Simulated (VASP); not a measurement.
Input of a VASP 6.6.1 run:

POSCAR

```
Cu
1.0
    2.5672796027      0.0000000000      0.0000000000
   -1.2836398014      2.2233293546      0.0000000000
    0.0000000000      0.0000000000      8.1862434655
Cu
4
Direct
    0.0000000000      0.0000000000      0.0000000000
    0.3333333333      0.6666666667      0.2500000000
    0.0000000000      0.0000000000      0.5000000000
    0.6666666667      0.3333333333      0.7500000000
```

The input INCAR.step1:

```
ALGO = Normal
EDIFF = 1E-5
ENCUT = 660
GGA = PE
GGA_COMPAT = F
ISMEAR = 0
LASPH = T
LCHARG = F
LREAL = F
LWAVE = T
NBANDS = 30
NELM = 120
PREC = Accurate
SIGMA = 0.1
```

Contents of INCAR.step2:

```
ALGO = Normal
EDIFF = 1E-6
ENCUT = 660
GGA_COMPAT = F
ISIF = 2
ISMEAR = 0
ISTART = 1
LASPH = T
LCHARG = F
LMIXTAU = T
LREAL = F
LWAVE = F
METAGGA = R2SCAN
NBANDS = 30
NELM = 120
PREC = Accurate
SIGMA = 0.1
```

KPOINTS

```
k-points
0
Gamma
  24 24 6
```

Potentials or basis: VASP PAW PBE potentials, release 64 (Cu).

Launch:

```sh
$ cat potpaw_PBE.64/Cu/POTCAR > POTCAR
$ cp INCAR.step1 INCAR
$ mpirun -np 1 vasp_std > vasp.out
$ cp INCAR.step2 INCAR
$ mpirun -np 1 vasp_std > vasp.out
```

(1) Predict the band gap on the k mesh.

(2) What does it give for the pressure?

## Answers

(1) zero (bands 22 and 23 overlap by 5.25 eV).

(2) -2.7 GPa.

Caveat: the cell differs from its parent crystal (biaxial strain in the a-b plane: +1.5 %, then relaxed in part); the PAW data sets were made with another functional, which shifts forces and pressure a little.
